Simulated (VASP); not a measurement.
A run of VASP 6.6.1:

The input INCAR:

```
SYSTEM = NaBe5H
ALGO = Normal
EDIFF = 1E-6
ENCUT = 520
GGA = PE
ISIF = 2
ISMEAR = 0
LASPH = .TRUE.
LCHARG = .FALSE.
LREAL = .FALSE.
LWAVE = .FALSE.
NBANDS = 18
NELM = 60
PREC = Accurate
SIGMA = 0.1
```

File KPOINTS:

```
k-points
0
G
  12 12 6
  0 0 0
```

File POSCAR:

```
NaBe5H
1.0
    4.7993561525      0.0000000000      0.0000000000
   -2.3996780762      4.1563643498      0.0000000000
    0.0000000000      0.0000000000      7.3655981734
Na Be H
1 5 1
Direct
    0.0000000000      0.0000000000      0.5000000000
    0.5000000000      0.0000000000      0.5000000000
    0.0000000000      0.5000000000      0.5000000000
    0.5000000000      0.5000000000      0.5000000000
    0.0000000000      0.0000000000      0.1931077783
    0.0000000000      0.0000000000      0.8068922217
    0.0000000000      0.0000000000      0.0000000000
```

Potentials or basis: VASP PAW PBE potentials, release 64 (Na_pv, Be, H).

The run is started by

```bash
$ cat potpaw_PBE.64/Na_pv/POTCAR potpaw_PBE.64/Be/POTCAR potpaw_PBE.64/H/POTCAR > POTCAR
$ mpirun -np 1 vasp_std > vasp.out
```

Hardware: 1 thread of Intel(R) Xeon(R) 6975P-C (Granite Rapids) (shared host).

Estimate the wall time of this run.

It took 94 s on 1 thread of Intel(R) Xeon(R) 6975P-C (Granite Rapids), on a shared host, peak memory 0.36 GiB. Counts: scf iterations 15, k points 76.
